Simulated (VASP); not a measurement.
# AlN in VASP: further runs

Runs on AlN. Level: PBE. Tasks: single point.

Everything below comes from runs of VASP 6.6.1. Logs are shortened: lines on timing, memory, paths and dates and some standing lists are left out, and cuts for length are marked.

## Step 1: The cell of the first run

The typed cell holds 2 atoms: a = 3.122 Å, b = 3.119 Å, c = 3.118 Å, α = 62.14°, β = 59.72°, γ = 59.73°.

## Step 2: Single point, PBE

Input file INCAR:

```
SYSTEM = AlN
PREC = Accurate
ENCUT = 520
EDIFF = 1E-7
ISMEAR = 0
SIGMA = 0.01
LREAL = .False.
LASPH = .True.
NELM = 80
ALGO = Normal
ISIF = 2
LWAVE = .False.
LCHARG = .True.
GGA = PE
LELF = .True.
LVHAR = .True.
NBANDS = 11
```

Input file KPOINTS:

```
regular mesh
0
Gamma
  6 6 6
  0 0 0
```

Input file POSCAR:

```
AlN
1.0
    0.0079599418      2.2078042918      2.2078048307
    2.1641216231     -0.0306340192      2.2463321290
    2.1633894927      2.2458131574     -0.0301234632
Al N
1 1
Direct
   -0.0052833333     -0.0124491523     -0.0002772510
    0.7508260528      0.7300840690      0.7412565610
```

Potentials or basis: VASP PAW PBE potentials, release 64 (Al, N).

Run with:

```sh
> cat potpaw_PBE.64/Al/POTCAR potpaw_PBE.64/N/POTCAR > POTCAR
> mpirun -np 1 vasp_std > vasp.out
```

OUTCAR:

```text
SYSTEM = AlN
   PREC = Accurate
   ENCUT = 520
   EDIFF = 1E-7
   ISMEAR = 0
   LREAL = .False.
   LASPH = .True.
   NELM = 80
   ISIF = 2
   GGA = PE

 ion  position               nearest neighbor table
   1  0.995  0.988  1.000-   2 1.91   2 1.92   2 1.92   2 1.93
   2  0.751  0.730  0.741-   1 1.91   1 1.92   1 1.92   1 1.93

  LATTYP: Found a triclinic cell.
 ALAT       =     3.1184672931
 B/A-ratio  =     1.3851566294
 C/A-ratio  =     1.0012345831
 COS(alpha) =     0.0051323008
 COS(beta)  =     0.5041704954
 COS(gamma) =     0.6949432973

  Lattice vectors:

 A1 = (  -2.1633894927,  -2.2458131574,   0.0301234632)
 A2 = (  -4.3195511740,  -0.0073748464,  -0.0084038351)
 A3 = (  -0.0079599418,  -2.2078042918,  -2.2078048307)

Analysis of symmetry for initial positions (statically):
=====================================================================
 Subroutine PRICEL returns:
 Original cell was already a primitive cell.

 Routine SETGRP: Setting up the symmetry group for a
 triclinic supercell.

 Subroutine GETGRP returns: Found  1 space group operations
 (whereof  1 operations were pure point group operations)
 out of a pool of  2 trial point group operations.

The static configuration has the point symmetry C_1 .

Analysis of symmetry for dynamics (positions and initial velocities):
=====================================================================
 Subroutine PRICEL returns:
 Original cell was already a primitive cell.

 Routine SETGRP: Setting up the symmetry group for a
 triclinic supercell.

 Subroutine GETGRP returns: Found  1 space group operations
 (whereof  1 operations were pure point group operations)
 out of a pool of  2 trial point group operations.

The dynamic configuration has the point symmetry C_1 .

 Subroutine INISYM returns: Found  1 space group operations
 (whereof  1 operations are pure point group operations),
 and found     1 'primitive' translations

----------------------------------------------------------------------------------------

                                     Primitive cell

  volume of cell :      21.7097

  direct lattice vectors                    reciprocal lattice vectors
     0.007959942  2.207804292  2.207804831    -0.232334331  0.226851205  0.226925087
     2.164121623 -0.030634019  2.246332129     0.231454745 -0.220020144  0.219185611
     2.163389493  2.245813157 -0.030123463     0.231559389  0.219259930 -0.220094732

  length of vectors
     3.122317300  3.119353920  3.118467293     0.396151115  0.387327374  0.387474333

  position of ions in fractional coordinates (direct lattice)
[... 84 lines left out ...]
   NFREE  =      0    steps in history (QN), initial steepest desc. (CG)
   ISIF   =      2    stress and relaxation
   ISYM   =      2    0-nonsym 1-usesym 2-fastsym
   POTIM  = 0.5000    time-step for ionic-motion
   TEBEG  =    0.0;   TEEND  =   0.0 temperature during run
   PSTRESS=    0.0 pullay stress
   NELECT =       8.0000    total number of electrons
   NUPDOWN=      -1.0000    fix difference up-down
   EMIN   =  10.00;   EMAX   =-10.00  energy-range for DOS
   EFERMI =   0.00;   METHOD = LEGACY
   ISMEAR =     0;   SIGMA  =   0.01  broadening in eV -4-tet -1-fermi 0-gaus
   EFERMI_NEDOS =   21; number of points for ismear=-14 and -15
   IALGO  =     38    algorithm
   IMIX   =      4    mixing-type and parameters
     AMIX     =   0.40;   BMIX     =  1.00
     AMIX_MAG =   1.60;   BMIX_MAG =  1.00
  volume/ion in A,a.u.               =      10.85        73.25
  Fermi-wavevector in a.u.,A,eV,Ry     =   1.173690  2.217952 18.742667  1.377547
  Thomas-Fermi vector in A             =   2.310099
   LORBIT       =      0    0 simple, 1 ext, 2 COOP (PROOUT), +10 PAW based schemes
   GGA     = PE    functional components
   LHFCALC =     F    Hartree Fock is set to
   AEXX    =    0.0000 exact exchange contribution
   IVDW    =     0    specifies the selected vdW correction
   LEPSILON=     F    determine dielectric tensor
   LRPA    =     F    only Hartree local field effects (RPA)
 non-spin polarized calculation
 Gauss-broadening in eV      SIGMA  =   0.01
  energy-cutoff  :      520.00
  volume of cell :       21.71
 maximum number of plane-waves:       591
   NGX = 11   NGY = 11   NGZ = 11

 number of electron       8.0000000 magnetization

 Free energy of the ion-electron system (eV)
  ---------------------------------------------------
  ext. energy  EPLUGINS =         0.00000000
  ---------------------------------------------------
  free energy    TOTEN  =       -14.82030142 eV

  energy without entropy =      -14.82030142  energy(sigma->0) =      -14.82030142

 E-fermi :   5.8090     XC(G=0): -10.7574

 val. band max:        5.7111342067   @ k =   0.0000   0.0000   0.0000
 cond. band min:       8.7643716410   @ k =  -0.0000   0.5000   0.5000
 fundamental gap:      3.0532374343
 Fermi energy:         5.8089898825

 k-point     1 :       0.0000    0.0000    0.0000
  band No.  band energies     occupation
      1      -9.1506      2.00000
      2       5.4033      2.00000
      3       5.6925      2.00000
      4       5.7111      2.00000
      5       9.4034      0.00000
      6      17.4153      0.00000
      7      17.7334      0.00000
      8      18.1491      0.00000
      9      22.3857      0.00000
     10      23.3712      0.00000
     11      23.7969      0.00000
[... 309 lines left out ...]
 k-point    24 :       0.5000    0.0000    0.1667
  band No.  band energies     occupation
      1      -7.0592      2.00000
      2       0.5127      2.00000
      3       3.8835      2.00000
      4       4.8149      2.00000
      5      12.5452      0.00000
      6      14.1434      0.00000
      7      17.1139      0.00000
      8      17.7089      0.00000
      9      21.9999      0.00000
     10      25.1532      0.00000
     11      25.8050      0.00000

 [... further k-points ...]
[... 5 lines left out ...]
  --------------------------------------------------------------------------------------
  -------------------------------------------------------------------------------------
  Total       -0.1079053     -0.6811983     -0.6807228     -0.1142629      0.5761198     -0.1450497
  in kB       -7.9634029    -50.2723760    -50.2372789     -8.4325886     42.5175884    -10.7046521
  external PRESSURE =     -36.1576859 kB  Pullay stress =       0.0000000 kB

 VOLUME and BASIS-vectors are now :
 -----------------------------------------------------------------------------
  energy-cutoff  :      520.00
  volume of cell :       21.71
      direct lattice vectors                 reciprocal lattice vectors
     0.007959942  2.207804292  2.207804831    -0.232334331  0.226851205  0.226925087
     2.164121623 -0.030634019  2.246332129     0.231454745 -0.220020144  0.219185611
     2.163389493  2.245813157 -0.030123463     0.231559389  0.219259930 -0.220094732

 POSITION                                       TOTAL-FORCE (eV/Angst)
 -----------------------------------------------------------------------------------
      4.30789      4.41108      4.38439        -0.209372     -0.096847     -0.062591
      3.18959      3.30004      3.27536         0.209372      0.096847      0.062591
 -----------------------------------------------------------------------------------
    total drift:                               -0.000291      0.000094     -0.000008

  FREE ENERGIE OF THE ION-ELECTRON SYSTEM (eV)
  ---------------------------------------------------
  free  energy   TOTEN  =       -14.8203014234 eV

  energy  without entropy=      -14.8203014234  energy(sigma->0) =      -14.82030142
```

Wall time 15 s (1 thread of Intel Xeon Platinum 8488C (Sapphire Rapids), shared host); peak memory 0.15 GiB.

Results:

```
Free energy            : -14.8203 eV
Pressure               : -3.6 GPa
Largest force          : 0.239 eV/Å
Band gap on the k mesh : 3.05 eV, indirect (least direct gap 3.69 eV)
```

Forces in eV/Å, atoms in the order of the input:
```
Al  -0.209 -0.097 -0.063
N    0.209  0.097  0.063
```

Stress tensor (GPa, compression positive):
```
-0.80 -0.84 -1.07
-0.84 -5.03  4.25
-1.07  4.25 -5.02
```

Levels at points of the mesh, in eV from the valence-band top:
```
           k point  band 2  band 3  band 4  band 5  band 6  band 7
(0.00, 0.00, 0.00)   -0.31   -0.02    0.00    3.69   11.70   12.02
(0.50, 0.00, 0.00)   -5.72   -0.89   -0.46    6.66    9.45   10.17
(0.00, 0.50, 0.00)   -5.87   -0.58   -0.43    6.98    9.43   10.72
(0.50, 0.50, 0.00)   -5.01   -1.76   -1.72    3.23    8.43   13.01
(0.00, 0.00, 0.50)   -5.87   -0.58   -0.43    6.97    9.42   10.72
(0.50, 0.00, 0.50)   -5.01   -1.75   -1.73    3.23    8.43   13.01
(0.00, 0.50, 0.50)   -4.66   -2.27   -1.80    3.05    7.89   13.70
(0.50, 0.50, 0.50)   -5.73   -0.87   -0.46    6.72    9.46   10.19
```

A k mesh can miss the band edges.

## Step 3: Single point, PBE

This run uses another cell than the first one, of 10.73 Å³/atom, 0.988 times its volume.

Input file INCAR:

```
  PREC = Accurate
  ENCUT = 520
  EDIFF = 1E-6
  ISMEAR = 0
  SIGMA = 0.01
  LREAL = False
  LASPH = True
  NELM = 60
  ALGO = Normal
  ISIF = 2
  LWAVE = False
  LCHARG = False
  GGA = PE
  NBANDS = 11
```

Input file KPOINTS:

```
regular mesh
0
Gamma
  6 6 6
```

Input file POSCAR:

```
AlN
1.0
    0.0073752209      2.2130815264      2.2130486116
    2.1597568041     -0.0140095865      2.2343200322
    2.1595845501      2.2344164847     -0.0140800307
Al N
1 1
Direct
   -0.0062581552     -0.0105387346      0.0009629464
    0.7518008632      0.7281736600      0.7400163738
```

Potentials or basis: VASP PAW PBE potentials, release 64 (Al, N).

Run with:

```sh
> cat potpaw_PBE.64/Al/POTCAR potpaw_PBE.64/N/POTCAR > POTCAR
> mpirun -np 1 vasp_std > vasp.out
```

OUTCAR:

```text
PREC = Accurate
   ENCUT = 520
   EDIFF = 1E-6
   ISMEAR = 0
   LREAL = False
   LASPH = True
   NELM = 60
   ISIF = 2
   GGA = PE

 ion  position               nearest neighbor table
   1  0.994  0.989  0.001-   2 1.89   2 1.89   2 1.92   2 1.94
   2  0.752  0.728  0.740-   1 1.89   1 1.89   1 1.92   1 1.94

  LATTYP: Found a base centered monoclinic cell.
 ALAT       =    10.3506058912
 B/A-ratio  =     0.3072029108
 C/A-ratio  =     0.3023741178
 COS(beta)  =    -0.9090957601

  Lattice vectors:

 A1 = (  -2.1671320250,  -2.1990719399,  -4.4473686438)
 A2 = (  -2.1669597710,  -4.4474980111,  -2.1989685809)
 A3 = (   0.0073752209,   2.2130815264,   2.2130486116)

Analysis of symmetry for initial positions (statically):
=====================================================================
 Subroutine PRICEL returns:
 Original cell was already a primitive cell.

 Routine SETGRP: Setting up the symmetry group for a
 base centered monoclinic supercell.

 Subroutine GETGRP returns: Found  1 space group operations
 (whereof  1 operations were pure point group operations)
 out of a pool of  4 trial point group operations.

The static configuration has the point symmetry C_1 .

Analysis of symmetry for dynamics (positions and initial velocities):
=====================================================================
 Subroutine PRICEL returns:
 Original cell was already a primitive cell.

 Routine SETGRP: Setting up the symmetry group for a
 base centered monoclinic supercell.

 Subroutine GETGRP returns: Found  1 space group operations
 (whereof  1 operations were pure point group operations)
 out of a pool of  4 trial point group operations.

The dynamic configuration has the point symmetry C_1 .

 Subroutine INISYM returns: Found  1 space group operations
 (whereof  1 operations are pure point group operations),
 and found     1 'primitive' translations

----------------------------------------------------------------------------------------

[... 114 lines left out ...]
  Fermi-wavevector in a.u.,A,eV,Ry     =   1.178303  2.226670 18.890311  1.388399
  Thomas-Fermi vector in A             =   2.314635
   LORBIT       =      0    0 simple, 1 ext, 2 COOP (PROOUT), +10 PAW based schemes
   GGA     = PE    functional components
   LHFCALC =     F    Hartree Fock is set to
   AEXX    =    0.0000 exact exchange contribution
   IVDW    =     0    specifies the selected vdW correction
   LEPSILON=     F    determine dielectric tensor
   LRPA    =     F    only Hartree local field effects (RPA)
 non-spin polarized calculation
 Gauss-broadening in eV      SIGMA  =   0.01
  energy-cutoff  :      520.00
  volume of cell :       21.46
 maximum number of plane-waves:       588
   NGX = 11   NGY = 11   NGZ = 11

 number of electron       8.0000000 magnetization

 Free energy of the ion-electron system (eV)
  ---------------------------------------------------
  ext. energy  EPLUGINS =         0.00000000
  ---------------------------------------------------
  free energy    TOTEN  =       -14.82498273 eV

  energy without entropy =      -14.82498273  energy(sigma->0) =      -14.82498273

 E-fermi :   5.8686     XC(G=0): -10.8075

 val. band max:        5.8282081273   @ k =   0.0000   0.0000   0.0000
 cond. band min:       8.9024613993   @ k =   0.0000   0.5000   0.5000
 fundamental gap:      3.0742532720
 Fermi energy:         5.8686329134

 k-point     1 :       0.0000    0.0000    0.0000
  band No.  band energies     occupation
      1      -9.1104      2.00000
      2       5.5027      2.00000
      3       5.7902      2.00000
      4       5.8282      2.00000
      5       9.6240      0.00000
      6      17.8106      0.00000
      7      17.9354      0.00000
      8      18.1897      0.00000
      9      22.6194      0.00000
     10      23.5514      0.00000
     11      23.9995      0.00000
[... 309 lines left out ...]
 k-point    24 :       0.5000   -0.0000   -0.3333
  band No.  band energies     occupation
      1      -6.7478      2.00000
      2       1.1722      2.00000
      3       3.2460      2.00000
      4       4.3144      2.00000
      5      10.3714      0.00000
      6      15.2503      0.00000
      7      17.9187      0.00000
      8      19.9139      0.00000
      9      20.9853      0.00000
     10      26.9907      0.00000
     11      29.1570      0.00000

 [... further k-points ...]
[... 5 lines left out ...]
  --------------------------------------------------------------------------------------
  -------------------------------------------------------------------------------------
  Total        0.1503183     -0.3462764     -0.3462030     -0.1384380      0.0679397     -0.1334151
  in kB       11.2248198    -25.8577225    -25.8522418    -10.3376711      5.0733026     -9.9625955
  external PRESSURE =     -13.4950482 kB  Pullay stress =       0.0000000 kB

 VOLUME and BASIS-vectors are now :
 -----------------------------------------------------------------------------
  energy-cutoff  :      520.00
  volume of cell :       21.46
      direct lattice vectors                 reciprocal lattice vectors
     0.007375221  2.213081526  2.213048612    -0.232674697  0.226308480  0.226328924
     2.159756804 -0.014009587  2.234320032     0.231920973 -0.222754975  0.221985387
     2.159584550  2.234416485 -0.014080031     0.231907164  0.221999874 -0.222776031

 POSITION                                       TOTAL-FORCE (eV/Angst)
 -----------------------------------------------------------------------------------
      2.14640      2.18752      4.40996        -0.494381     -0.096688     -0.108160
      3.17635      3.30710      3.28033         0.494381      0.096688      0.108160
 -----------------------------------------------------------------------------------
    total drift:                               -0.000466      0.000082      0.000077

  FREE ENERGIE OF THE ION-ELECTRON SYSTEM (eV)
  ---------------------------------------------------
  free  energy   TOTEN  =       -14.8249827309 eV

  energy  without entropy=      -14.8249827309  energy(sigma->0) =      -14.82498273
```

Wall time 15 s (1 thread of Intel Xeon Platinum 8488C (Sapphire Rapids), shared host); peak memory 0.15 GiB.

What came out:

```
Free energy            : -14.8250 eV
Pressure               : -1.3 GPa
Largest force          : 0.515 eV/Å
Band gap on the k mesh : 3.07 eV, indirect (least direct gap 3.80 eV)
```

Forces in eV/Å, atoms in the order of the input:
```
Al  -0.494 -0.097 -0.108
N    0.494  0.097  0.108
```

A k mesh can miss the band edges. As with any semilocal functional, this PBE gap is likely too small.

(Continued in part 2 of 3.)
